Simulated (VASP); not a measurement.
# LiScBH4 (F-43m) in VASP: further runs, part 2 of 2

VASP 6.6.1. The steps go on from the part before.

### Step 3. Relaxation of cell and atoms, PBE

Input file INCAR:

```
SYSTEM = LiScBH4
ALGO = Normal
EDIFF = 1E-7
EDIFFG = -0.01
ENCUT = 600
GGA = PE
IBRION = 2
ISIF = 3
ISMEAR = 0
LASPH = .TRUE.
LCHARG = .FALSE.
LREAL = .FALSE.
LWAVE = .FALSE.
NELM = 100
NSW = 100
PREC = Accurate
SIGMA = 0.1
```

Input file KPOINTS:

```
k-points
0
G
  10 10 10
  0 0 0
```

Input file POSCAR:

```
LiScBH4
1.0
    0.0000000000      3.4465315465      3.4465315465
    3.4465315465      0.0000000000      3.4465315465
    3.4465315465      3.4465315465      0.0000000000
Li Sc B H
1 1 1 4
Direct
    0.0000000000      0.0000000000      0.0000000000
    0.7500000000      0.7500000000      0.7500000000
    0.2500000000      0.2500000000      0.2500000000
    0.1461890978      0.1461890978      0.1461890978
    0.1461890978      0.1461890978      0.5614327066
    0.1461890978      0.5614327066      0.1461890978
    0.5614327066      0.1461890978      0.1461890978
```

Potentials or basis: VASP PAW PBE potentials, release 64 (Li_sv, Sc_sv, B, H).

Run with:

```console
$ cat potpaw_PBE.64/Li_sv/POTCAR potpaw_PBE.64/Sc_sv/POTCAR potpaw_PBE.64/B/POTCAR potpaw_PBE.64/H/POTCAR > POTCAR
$ mpirun -np 1 vasp_std > vasp.out
```

OUTCAR:

```text
SYSTEM = LiScBH4
   EDIFF = 1E-7
   EDIFFG = -0.01
   ENCUT = 600
   GGA = PE
   IBRION = 2
   ISIF = 3
   ISMEAR = 0
   LASPH = .TRUE.
   LREAL = .FALSE.
   NELM = 100
   NSW = 100
   PREC = Accurate

 ion  position               nearest neighbor table
   1  0.000  0.000  0.000-   4 1.75   5 1.75   6 1.75   7 1.75   2 2.98   2 2.98   2 2.98   2 2.98

   2  0.750  0.750  0.750-   1 2.98   1 2.98   1 2.98   1 2.98
   3  0.250  0.250  0.250-   5 1.24   6 1.24   7 1.24   4 1.24
   4  0.146  0.146  0.146-   3 1.24   1 1.75
   5  0.146  0.146  0.561-   3 1.24   1 1.75
   6  0.146  0.561  0.146-   3 1.24   1 1.75
   7  0.561  0.146  0.146-   3 1.24   1 1.75

  LATTYP: Found a face centered cubic cell.
 ALAT       =     6.8930630930

  Lattice vectors:

 A1 = (   0.0000000000,   3.4465315465,   3.4465315465)
 A2 = (   3.4465315465,   0.0000000000,   3.4465315465)
 A3 = (   3.4465315465,   3.4465315465,   0.0000000000)

Analysis of symmetry for initial positions (statically):
=====================================================================
 Subroutine PRICEL returns:
 Original cell was already a primitive cell.

 Routine SETGRP: Setting up the symmetry group for a
 face centered cubic supercell.

 Subroutine GETGRP returns: Found 24 space group operations
 (whereof 24 operations were pure point group operations)
 out of a pool of 48 trial point group operations.

The static configuration has the point symmetry T_d .

Analysis of symmetry for dynamics (positions and initial velocities):
=====================================================================
 Subroutine PRICEL returns:
 Original cell was already a primitive cell.

 Routine SETGRP: Setting up the symmetry group for a
 face centered cubic supercell.

 Subroutine GETGRP returns: Found 24 space group operations
 (whereof 24 operations were pure point group operations)
 out of a pool of 48 trial point group operations.

[... 201 lines left out ...]

 Free energy of the ion-electron system (eV)
  ---------------------------------------------------
  ext. energy  EPLUGINS =         0.00000000
  ---------------------------------------------------
  free energy    TOTEN  =       -25.82675213 eV

  energy without entropy =      -25.80163032  energy(sigma->0) =      -25.81419123

 E-fermi :   2.3775     XC(G=0):  -8.2709

 val. band max:        2.3748512156   @ k =   0.3000   0.0000   0.0000
 cond. band min:       2.3837187704   @ k =  -0.3000   0.5000   0.2000
 fundamental gap:      0.0088675548
 Fermi energy:         2.3774560291

 k-point     1 :       0.0000    0.0000    0.0000
  band No.  band energies     occupation
      1     -48.5434      2.00000
      2     -45.1959      2.00000
      3     -27.1826      2.00000
      4     -27.1826      2.00000
      5     -27.1826      2.00000
      6      -9.0126      2.00000
      7      -3.5105      2.00000
      8      -3.5105      2.00000
      9      -3.5105      2.00000
     10       1.3900      2.00000
     11       1.8995      2.00000
     12       1.8995      2.00000
     13       1.8995      2.00000
     14       2.7413      0.00000
[... 377 lines left out ...]
      1     -48.5432      2.00000
      2     -45.1960      2.00000
      3     -27.1856      2.00000
      4     -27.1841      2.00000
      5     -27.1840      2.00000
      6      -8.6134      2.00000
      7      -4.4508      2.00000
      8      -3.8325      2.00000
      9      -3.7975      2.00000
     10       1.4505      2.00000
     11       2.2434      1.94199
     12       2.9155      0.00000
     13       2.9263      0.00000
     14       3.0394      0.00000

 [... further k-points ...]

------------------------ aborting loop because EDIFF is reached ----------------------------------------

  FORCE on cell =-STRESS in cart. coord.  units (eV):
  Direction    XX          YY          ZZ          XY          YZ          ZX
  --------------------------------------------------------------------------------------
  -------------------------------------------------------------------------------------
  Total       -0.0218446     -0.0218446     -0.0218446      0.0000000     -0.0000000      0.0000000
  in kB       -0.4274042     -0.4274042     -0.4274042      0.0000000     -0.0000000      0.0000000
  external PRESSURE =      -0.4274042 kB  Pullay stress =       0.0000000 kB

 VOLUME and BASIS-vectors are now :
 -----------------------------------------------------------------------------
  energy-cutoff  :      600.00
  volume of cell :       81.89
      direct lattice vectors                 reciprocal lattice vectors
     0.000000000  3.446637535  3.446637535    -0.145068924  0.145068924  0.145068924
     3.446637535 -0.000000000  3.446637535     0.145068924 -0.145068924  0.145068924
     3.446637535  3.446637535  0.000000000     0.145068924  0.145068924 -0.145068924

 POSITION                                       TOTAL-FORCE (eV/Angst)
 -----------------------------------------------------------------------------------
      3.44664      3.44664      6.89328         0.000000      0.000000     -0.000000
      5.16996      5.16996      5.16996         0.000000      0.000000     -0.000000
      1.72332      1.72332      1.72332         0.000000      0.000000     -0.000000
      1.00720      1.00720      1.00720        -0.000117     -0.000117     -0.000117
      2.43944      2.43944      1.00720         0.000117      0.000117     -0.000117
      2.43944      1.00720      2.43944         0.000117     -0.000117      0.000117
      1.00720      2.43944      2.43944        -0.000117      0.000117      0.000117
 -----------------------------------------------------------------------------------
    total drift:                               -0.000000     -0.000000      0.000000

  FREE ENERGIE OF THE ION-ELECTRON SYSTEM (eV)
  ---------------------------------------------------
  free  energy   TOTEN  =       -25.8267521310 eV

  energy  without entropy=      -25.8016303219  energy(sigma->0) =      -25.81419123

 reached required accuracy - stopping structural energy minimisation
```

OSZICAR:

```text
N       E                     dE             d eps       ncg     rms          rms(c)
DAV:   1     0.222446574109E+03    0.22245E+03   -0.95171E+03  1316   0.150E+03
DAV:   2    -0.104804708612E+02   -0.23293E+03   -0.23024E+03  1486   0.445E+02
[... 14 lines left out ...]
   1 F= -.25826721E+02 E0= -.25814158E+02  d E =-.258267E+02
       N       E                     dE             d eps       ncg     rms          rms(c)
DAV:   1    -0.258267696251E+02   -0.48944E-04   -0.14900E-03  1412   0.269E-01    0.227E-02
DAV:   2    -0.258267563419E+02    0.13283E-04   -0.14952E-04  2068   0.977E-02    0.131E-02
DAV:   3    -0.258267526244E+02    0.37175E-05   -0.31051E-05  2126   0.408E-02    0.581E-03
DAV:   4    -0.258267521148E+02    0.50964E-06   -0.38971E-06  1772   0.111E-02    0.194E-03
DAV:   5    -0.258267521310E+02   -0.16215E-07   -0.51529E-07  1846   0.553E-03
   2 F= -.25826752E+02 E0= -.25814191E+02  d E =-.314241E-04
```

Run time: 94 s. Hardware: 1 thread of AMD EPYC 7R13 (Zen 3), shared host; peak memory 0.26 GiB.

What came out:

| Quantity | Value |
| --- | --- |
| Free energy | -25.8268 eV |
| Energy gained by relaxing | 0.0 meV/atom |
| Ionic steps | 2 |
| Pressure after relaxing | 0.0 GPa |

Final structure:
```
CELL_PARAMETERS angstrom
0.00000 3.44664 3.44664
3.44664 0.00000 3.44664
3.44664 3.44664 0.00000
ATOMIC_POSITIONS crystal
Li 0.00000 0.00000 0.00000
Sc 0.75000 0.75000 0.75000
B 0.25000 0.25000 0.25000
H 0.14611 0.14611 0.14611
H 0.14611 0.14611 0.56166
H 0.14611 0.56166 0.14611
H 0.56166 0.14611 0.14611
```

Caveat: the cutoff is under 1.25 times the usual one of these potentials, so pressure, stress and relaxed cells hold a basis-set (Pulay) error.

### Step 4. Single point, PBE

This run uses another cell than the first one, of 7.36 Å³/atom, 0.629 times its volume.

Input file INCAR:

```
  ALGO = Normal
  EDIFF = 1E-6
  ENCUT = 520
  GGA = PE
  ISIF = 2
  ISMEAR = 0
  LASPH = True
  LCHARG = True
  LELF = True
  LREAL = False
  LVHAR = True
  LWAVE = False
  NBANDS = 20
  NELM = 100
  PREC = Accurate
  SIGMA = 0.1
```

Input file KPOINTS:

```
k-points
0
Gamma
  6 6 6
```

Input file POSCAR:

```
LiScBH4
1.0
    0.0000000000      2.9532702200      2.9532702200
    2.9532702200      0.0000000000      2.9532702200
    2.9532702200      2.9532702200      0.0000000000
Li Sc B H
1 1 1 4
Direct
    0.0000000000      0.0000000000      0.0000000000
    0.2500000000      0.2500000000      0.2500000000
    0.7500000000      0.7500000000      0.7500000000
    0.8249303200      0.8249303200      0.5252090500
    0.5252090500      0.8249303200      0.8249303200
    0.8249303200      0.8249303200      0.8249303200
    0.8249303200      0.5252090500      0.8249303200
```

Potentials or basis: VASP PAW PBE potentials, release 64 (Li_sv, Sc_sv, B, H).

Run with:

```console
$ cat potpaw_PBE.64/Li_sv/POTCAR potpaw_PBE.64/Sc_sv/POTCAR potpaw_PBE.64/B/POTCAR potpaw_PBE.64/H/POTCAR > POTCAR
$ mpirun -np 1 vasp_std > vasp.out
```

OUTCAR:

```text
EDIFF = 1E-6
   ENCUT = 520
   GGA = PE
   ISIF = 2
   ISMEAR = 0
   LASPH = True
   LREAL = False
   NELM = 100
   PREC = Accurate

 ion  position               nearest neighbor table
   1  0.000  0.000  0.000-   2 2.56   2 2.56   2 2.56   2 2.56
   2  0.250  0.250  0.250-   1 2.56   1 2.56   1 2.56   1 2.56
   3  0.750  0.750  0.750-   4 0.77   5 0.77   7 0.77   6 0.77
   4  0.825  0.825  0.525-   3 0.77
   5  0.525  0.825  0.825-   3 0.77
   6  0.825  0.825  0.825-   3 0.77
   7  0.825  0.525  0.825-   3 0.77

  LATTYP: Found a face centered cubic cell.
 ALAT       =     5.9065404400

  Lattice vectors:

 A1 = (   0.0000000000,   2.9532702200,   2.9532702200)
 A2 = (   2.9532702200,   0.0000000000,   2.9532702200)
 A3 = (   2.9532702200,   2.9532702200,   0.0000000000)

Analysis of symmetry for initial positions (statically):
=====================================================================
 Subroutine PRICEL returns:
 Original cell was already a primitive cell.

 Routine SETGRP: Setting up the symmetry group for a
 face centered cubic supercell.

 Subroutine GETGRP returns: Found 24 space group operations
 (whereof 24 operations were pure point group operations)
 out of a pool of 48 trial point group operations.

The static configuration has the point symmetry T_d .

Analysis of symmetry for dynamics (positions and initial velocities):
=====================================================================
 Subroutine PRICEL returns:
 Original cell was already a primitive cell.

 Routine SETGRP: Setting up the symmetry group for a
 face centered cubic supercell.

 Subroutine GETGRP returns: Found 24 space group operations
 (whereof 24 operations were pure point group operations)
 out of a pool of 48 trial point group operations.
[... 120 lines left out ...]
   IMIX   =      4    mixing-type and parameters
     AMIX     =   0.40;   BMIX     =  1.00
     AMIX_MAG =   1.60;   BMIX_MAG =  1.00
  volume/ion in A,a.u.               =       7.36        49.66
  Fermi-wavevector in a.u.,A,eV,Ry     =   1.213859  2.293860 20.047539  1.473453
  Thomas-Fermi vector in A             =   2.349297
   LORBIT       =      0    0 simple, 1 ext, 2 COOP (PROOUT), +10 PAW based schemes
   GGA     = PE    functional components
   LHFCALC =     F    Hartree Fock is set to
   AEXX    =    0.0000 exact exchange contribution
   IVDW    =     0    specifies the selected vdW correction
   LEPSILON=     F    determine dielectric tensor
   LRPA    =     F    only Hartree local field effects (RPA)
 non-spin polarized calculation
 Gauss-broadening in eV      SIGMA  =   0.10
  energy-cutoff  :      520.00
  volume of cell :       51.52
 maximum number of plane-waves:      1411
   NGX = 15   NGY = 15   NGZ = 15

 number of electron      21.0000010 magnetization

 Free energy of the ion-electron system (eV)
  ---------------------------------------------------
  ext. energy  EPLUGINS =         0.00000000
  ---------------------------------------------------
  free energy    TOTEN  =        -5.44146393 eV

  energy without entropy =       -5.42496355  energy(sigma->0) =       -5.43321374

 E-fermi :   5.1617     XC(G=0):  -9.6731

 val. band max:        5.1444319750   @ k =   0.3333   0.1667   0.0000
 cond. band min:       5.2364633134   @ k =  -0.3333   0.1667   0.0000
 fundamental gap:      0.0920313383
 Fermi energy:         5.1616764034

 k-point     1 :       0.0000    0.0000    0.0000
  band No.  band energies     occupation
      1     -45.2174      2.00000
      2     -43.8403      2.00000
      3     -23.9268      2.00000
      4     -23.9268      2.00000
      5     -23.9268      2.00000
      6     -10.1395      2.00000
[... 357 lines left out ...]
     19      12.2674      0.00000
     20      13.6991      0.00000

------------------------ aborting loop because EDIFF is reached ----------------------------------------

  FORCE on cell =-STRESS in cart. coord.  units (eV):
  Direction    XX          YY          ZZ          XY          YZ          ZX
  --------------------------------------------------------------------------------------
  -------------------------------------------------------------------------------------
  Total       34.8545795     34.8545795     34.8545795      0.0000000     -0.0000000      0.0000000
  in kB     1084.0039793   1084.0039793   1084.0039793      0.0000000     -0.0000000      0.0000000
  external PRESSURE =    1084.0039793 kB  Pullay stress =       0.0000000 kB

 VOLUME and BASIS-vectors are now :
 -----------------------------------------------------------------------------
  energy-cutoff  :      520.00
  volume of cell :       51.52
      direct lattice vectors                 reciprocal lattice vectors
     0.000000000  2.953270220  2.953270220    -0.169303844  0.169303844  0.169303844
     2.953270220  0.000000000  2.953270220     0.169303844 -0.169303844  0.169303844
     2.953270220  2.953270220  0.000000000     0.169303844  0.169303844 -0.169303844

 POSITION                                       TOTAL-FORCE (eV/Angst)
 -----------------------------------------------------------------------------------
      0.00000      0.00000      0.00000         0.000000      0.000000      0.000000
      1.47664      1.47664      1.47664         0.000000      0.000000      0.000000
      4.42991      4.42991      4.42991         0.000000      0.000000      0.000000
      3.98733      3.98733      4.87248       -19.002258    -19.002258     19.002258
      4.87248      3.98733      3.98733        19.002258    -19.002258    -19.002258
      4.87248      4.87248      4.87248        19.002258     19.002258     19.002258
      3.98733      4.87248      3.98733       -19.002258     19.002258    -19.002258
 -----------------------------------------------------------------------------------
    total drift:                               -0.000005     -0.000005     -0.000005

  FREE ENERGIE OF THE ION-ELECTRON SYSTEM (eV)
  ---------------------------------------------------
  free  energy   TOTEN  =        -5.4414639254 eV

  energy  without entropy=       -5.4249635452  energy(sigma->0) =       -5.43321374
```

stdout:

```text
POSCAR found type information on POSCAR LiScB H
 POSCAR found :  4 types and       7 ions
 scaLAPACK will be used
 LDA part: xc-table for (Slater+PW92), standard interpolation
 POSCAR, INCAR and KPOINTS ok, starting setup
 FFT: planning ... GRIDC
 FFT: planning ... GRID_SOFT
 FFT: planning ... GRID
 WAVECAR not read
 entering main loop
```

Wall time 20 s (1 thread of AMD EPYC 7R13 (Zen 3), shared host); peak memory 0.15 GiB.

Results:

```
Free energy   : -5.4415 eV
Largest force : 32.913 eV/Å
```

Forces in eV/Å, atoms in the order of the input:
```
Li    0.000   0.000   0.000
Sc    0.000   0.000   0.000
B     0.000   0.000   0.000
H   -19.002 -19.002  19.002
H    19.002 -19.002 -19.002
H    19.002  19.002  19.002
H   -19.002  19.002 -19.002
```

Caveat: the cutoff is under 1.25 times the usual one of these potentials, so pressure, stress and relaxed cells hold a basis-set (Pulay) error; forces of over 1 eV/Å act on the atoms, so gaps and moduli don't describe the material at rest.

### Step 5. Overview

```csv
task,cell,k mesh,cutoff (eV),gap on the mesh (eV),largest force (eV/Å)
single point,"a = 4.874 Å, angles 60.0°, 7 atoms",10 × 10 × 10,520,none,0.01
relaxation of cell and atoms,"relaxed from a = 4.874 Å, angles 60.0°, 7 atoms",10 × 10 × 10,600,none,-
single point,"a = 4.177 Å, angles 60.0°, 7 atoms",6 × 6 × 6,520,none,32.91
```

Alike in all rows: level PBE; potentials or basis VASP PAW PBE potentials, release 64 (Li_sv, Sc_sv, B, H); no spin polarisation; smearing gaussian 0.1 eV.

Caveats: the cutoff is under 1.25 times the usual one of these potentials, so pressure, stress and relaxed cells hold a basis-set (Pulay) error; forces of over 1 eV/Å act on the atoms, so gaps and moduli don't describe the material at rest (some runs).

Absolute energies hang on the potentials; compare differences alone.
